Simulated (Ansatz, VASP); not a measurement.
# SnSe: VASP beside Ansatz

```
Sn Se
1.0
     0.00000    3.01000    3.01000
     3.01000    0.00000    3.01000
     3.01000    3.01000    0.00000
Sn Se
1 1
Direct
  0.00000 0.00000 0.00000
  0.50000 0.50000 0.50000
```

Alike in both runs: task electric field gradients; functional PBE; k mesh 9 × 9 × 9; occupations fermi-dirac, width 0.02 eV; non-collinear spin, spin-orbit coupling.

```csv
,VASP,Ansatz
version,VASP 6.6.1,Ansatz 0.2.0
potentials or method,"VASP PAW PBE potentials, release 64 (Sn_d, Se)","PAW with Ansatz's default frozen-core files, fully relativistic files with spin-orbit coupling"
plane-wave cutoff (eV),520,420
valence electrons in the cell,20,30
```

```csv
,VASP,Ansatz,Ansatz less VASP
pressure (GPa),1.0,1.0,-0.02
net moment per atom (μB),0.00,0.00,0.000
```

VASP's potentials hold 20 valence electrons a cell and Ansatz's 30, so a difference there can come from the potentials and not from the codes.
